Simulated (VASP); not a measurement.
**Te2Mo: single point with PBEsol**

Crystal: Te2Mo.

```
Te Mo
1.0
     6.31017    0.00000    0.06054
     0.00000    3.43064    0.00000
    -0.81506    0.00000   14.15816
Te Mo
8 4
Direct
  0.56200 0.75000 0.35478
  0.43800 0.25000 0.64522
  0.58158 0.25000 0.10194
  0.41842 0.75000 0.89806
  0.09133 0.75000 0.14541
  0.90867 0.25000 0.85459
  0.05878 0.25000 0.39790
  0.94122 0.75000 0.60210
  0.31996 0.75000 0.50671
  0.68004 0.25000 0.49329
  0.18132 0.25000 0.00712
  0.81868 0.75000 0.99288
```

```yaml
Program: VASP 6.6.1
Task: single point
Functional: PBEsol
Potentials_or_basis: VASP PAW PBE potentials, release 64 (Te, Mo_sv)
Cutoff: 520 eV
k_mesh: 6 × 10 × 4
Occupations: gaussian, width 0.1 eV
Spin: no spin polarisation
Dipole_correction: no
Further_INCAR_settings: ALGO = Normal; EDIFF = 1e-07; NBANDS = 64
```

- Pressure: -0.3 GPa
- Largest force: 0.029 eV/Å
- Band gap on the k mesh: zero (bands 52 and 53 overlap by 0.31 eV)

Forces on the atoms (eV/Å):
```
Te  -0.003  0.000 -0.027
Te   0.003  0.000  0.027
Te   0.000  0.000  0.018
Te   0.000  0.000 -0.018
Te  -0.002  0.000  0.029
Te   0.002  0.000 -0.029
Te   0.001  0.000 -0.016
Te  -0.001  0.000  0.016
Mo  -0.007  0.000 -0.008
Mo   0.007  0.000  0.008
Mo   0.007  0.000 -0.003
Mo  -0.007  0.000  0.003
```

Levels at points of the mesh, in eV from the Fermi level:
```tsv
k point	band 48	band 49	band 50	band 51	band 52	band 53	band 54	band 55	band 56	band 57
(0.00, 0.00, 0.00)	-0.60	-0.46	-0.08	0.03	0.22	0.47	0.71	1.06	1.10	1.11
(0.50, 0.00, 0.00)	-0.85	-0.77	-0.74	-0.72	-0.66	-0.06	-0.03	1.07	1.07	1.43
(0.00, 0.50, 0.00)	-1.76	-1.59	-1.59	-1.51	-1.51	1.03	1.03	1.15	1.15	1.30
(0.50, 0.50, 0.00)	-1.84	-1.05	-1.05	-1.00	-1.00	1.04	1.04	1.09	1.09	1.79
(0.00, 0.00, 0.50)	-0.61	-0.18	-0.17	0.12	0.12	0.51	0.57	1.08	1.10	1.51
(0.50, 0.00, 0.50)	-0.85	-0.77	-0.74	-0.68	-0.55	-0.03	0.00	1.05	1.09	1.31
(0.00, 0.50, 0.50)	-1.73	-1.61	-1.61	-1.56	-1.56	1.03	1.03	1.15	1.15	1.33
(0.50, 0.50, 0.50)	-1.84	-1.04	-1.04	-0.99	-0.99	1.04	1.04	1.07	1.07	1.69
```

Wall time 13 min on 4 MPI ranks on Intel(R) Xeon(R) Platinum 8259CL CPU @ 2.50GHz (Skylake/Cascade Lake), with other jobs on the host, peak memory 1.2 GiB a rank.

Caveat: the PAW data sets were made with another functional, which shifts forces and pressure a little; spin-orbit coupling is left out, which moves the levels of the heavy elements; this functional lacks dispersion, which binds layers or chains, so the pressure and a relaxed spacing across them are unreliable.
